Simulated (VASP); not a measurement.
Write the native input for VASP 6.6.1 that does the following.

| Item | Value |
| --- | --- |
| Task | single point |
| Functional | revPBE |
| Potentials or basis | VASP PAW PBE potentials, release 64 (Zr_sv, B) |
| Cutoff | 500 eV |
| k mesh | 10 × 10 × 8 |
| Occupations | fermi-dirac, width 0.05 eV |
| Spin | no spin polarisation |
| Dipole correction | no |
| Further INCAR settings | ALGO = Normal; EDIFF = 1e-06; NBANDS = 16 |

The structure of ZrB2 lies in POSCAR:

```
ZrB2
1.0
    3.1700000000      0.0000000000      0.0000000000
   -1.5850000000      2.7453005300      0.0000000000
    0.0000000000      0.0000000000      3.5330000000
Zr B
1 2
Direct
    0.0000000000      0.0000000000      0.0000000000
    0.3333333333      0.6666666667      0.5000000000
    0.6666666667      0.3333333333      0.5000000000
```

These files were run (other wordings do the same):

INCAR

```
SYSTEM = ZrB2
PREC = Accurate
ENCUT = 500
EDIFF = 1E-6
ISMEAR = -1
SIGMA = 0.05
LREAL = .False.
LASPH = .True.
NELM = 120
ALGO = Normal
ISIF = 2
LWAVE = .False.
LCHARG = .False.
GGA = RE
NBANDS = 16
GGA_COMPAT = .False.
```

KPOINTS

```
Automatic mesh
0
Gamma
  10 10 8
  0 0 0
```

Potentials or basis: VASP PAW PBE potentials, release 64 (Zr_sv, B).

Launch:

```sh
$ cat potpaw_PBE.64/Zr_sv/POTCAR potpaw_PBE.64/B/POTCAR > POTCAR
$ mpirun -np 1 vasp_std > vasp.out
```

It gave:

* Pressure: 3.6 GPa
* Band gap on the k mesh: zero (bands 9 and 10 overlap by 0.80 eV)

Caveat: the cell stands under pressure; the PAW data sets were made with another functional, which shifts forces and pressure a little.

Wall time 41 s on 1 thread of Intel(R) Xeon(R) Platinum 8259CL CPU @ 2.50GHz (Skylake/Cascade Lake), on a shared host, peak memory 0.16 GiB.
